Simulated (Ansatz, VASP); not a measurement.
# One calculation of LiCaF3, two programs

INCAR

```
SYSTEM = LiCaF3
ALGO = Normal ; EDIFF = 1E-7
ENCUT = 520 ; GGA = PE
ISIF = 2 ; ISMEAR = 1
LASPH = .TRUE. ; LCHARG = .FALSE.
LREAL = .FALSE. ; LWAVE = .FALSE.
NBANDS = 25 ; NELM = 80
PREC = Accurate ; SIGMA = 0.05
```

Contents of KPOINTS:

```
k-points
0
G
  4 4 4
  0 0 0
```

The input POSCAR:

```
LiCaF3
1.0
    3.7612440000      0.0000000000      0.0000000000
    0.0000000000      3.7612440000      0.0000000000
    0.0000000000      0.0000000000      3.7612440000
Li Ca F
1 1 3
Direct
    0.5000000000      0.5000000000      0.5000000000
    0.0000000000      0.0000000000      0.0000000000
    0.0000000000      0.5150000000      0.5000000000
    0.5000000000      0.5000000000      0.0000000000
    0.5000000000      0.0000000000      0.5000000000
```

Input for Ansatz:

```yaml
crystal:
  lattice:
    - [3.761244, 0.0, 0.0]
    - [0.0, 3.761244, 0.0]
    - [0.0, 0.0, 3.761244]
  atoms:
    - { symbol: Li, position: [0.5, 0.5, 0.5] }
    - { symbol: Ca, position: [0.0, 0.0, 0.0] }
    - { symbol: F, position: [0.0, 0.515, 0.5] }
    - { symbol: F, position: [0.5, 0.5, 0.0] }
    - { symbol: F, position: [0.5, 0.0, 0.5] }
kpoints:
  mp_grid:
    grid: [4, 4, 4]
hamiltonian:
  xc: pbe
  pseudopotentials:
    kind: paw
scf:
  occupations:
    method: methfessel_paxton
    width: 0.05
output:
  forces: true
```

Alike in both runs: task single point; functional PBE; k mesh 4 × 4 × 4; occupations methfessel-paxton of order 1, width 0.05 eV; no spin polarisation.

```csv
,VASP,Ansatz
version,VASP 6.6.1,Ansatz 0.2.0
potentials or method,"VASP PAW PBE potentials, release 64 (Li_sv, Ca_sv, F)","plane waves, PAW"
plane-wave cutoff (eV),520,420
valence electrons in the cell,34,34
```

|  | VASP | Ansatz | Ansatz less VASP |
| --- | --- | --- | --- |
| rms of the force components (eV/Å) | 0.054 | 0.054 | -0.0002 |

Atom by atom the forces differ by 0.001 eV/Å (rms over components). With one functional, cell and mesh, what is left measures potentials, basis and numerics.

Noted on VASP's run: the cutoff is short for stress, so the pressure is rough.
